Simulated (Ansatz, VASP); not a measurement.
This is a calculation of Pb for Ansatz 0.2.0.

input.yaml

```yaml
crystal:
  lattice:
    - [3.5030470293, 0.0, 0.0]
    - [-1.7515235146, 3.033727718, 0.0]
    - [0.0, 0.0, 5.6270209464]
  atoms:
    - { symbol: Pb, position: [0.6666666667, 0.3333333333, 0.75] }
    - { symbol: Pb, position: [0.3333333333, 0.6666666667, 0.25] }
kpoints:
  mp_grid: { grid: [9, 9, 5] }
scf:
  occupations: { method: fermi_dirac, width: 0.05 }
hamiltonian:
  xc: lda
  pseudopotentials: { kind: all_electron, lapw: { basis_error: 0.001 } }
output:
  forces: true
  stress: true
  eigenvalues: true
```

Potentials or basis: all-electron LAPW, scalar-relativistic.

The run is started by

```sh
$ ansatz run input.yaml --threads 1 --pin off --max-ram 3072MiB --backend cpu --events-out ev --progress --plain --runs-dir out
```

Problem. Set up the same calculation for VASP 6.6.1. Potentials there: VASP PAW LDA potentials, release 64 (Pb_d).

Solution. As run (the cutoff follows the program's own potentials):

INCAR

```
SYSTEM = Pb
  ALGO = Normal
  EDIFF = 1E-6
  ENCUT = 520
  ISIF = 2
  ISMEAR = -1
  LASPH = .TRUE.
  LCHARG = .FALSE.
  LREAL = .FALSE.
  LWAVE = .FALSE.
  NBANDS = 21
  NELM = 100
  PREC = Accurate
  SIGMA = 0.05
```

File KPOINTS:

```
k-points
0
G
  9 9 5
  0 0 0
```

The input POSCAR:

```
Pb
1.0
    3.5030470293      0.0000000000      0.0000000000
   -1.7515235146      3.0337277180      0.0000000000
    0.0000000000      0.0000000000      5.6270209464
Pb
2
Direct
    0.6666666667      0.3333333333      0.7500000000
    0.3333333333      0.6666666667      0.2500000000
```

Potentials or basis: VASP PAW LDA potentials, release 64 (Pb_d).

Launch:

```bash
$ cat potpaw_LDA.64/Pb_d/POTCAR > POTCAR
$ mpirun -np 1 vasp_std > vasp.out
```

Both were run:

|  | VASP | Ansatz | Ansatz less VASP |
| --- | --- | --- | --- |
| gap on the k mesh at the Fermi level (eV) | none | none | - |
| pressure (GPa) | -1.4 | -1.4 | -0.03 |
| traceless stress, the component that is largest in VASP (GPa) | 2.15 | 2.07 | -0.086 |

LDA's correlation is that of Perdew and Zunger in VASP and of Perdew and Wang (1992) in Ansatz. A gap of «none» marks a metal or a gap that the smearing closes. Ansatz ran all-electron here, and VASP with PAW potentials.

Neither program's run includes spin-orbit coupling.
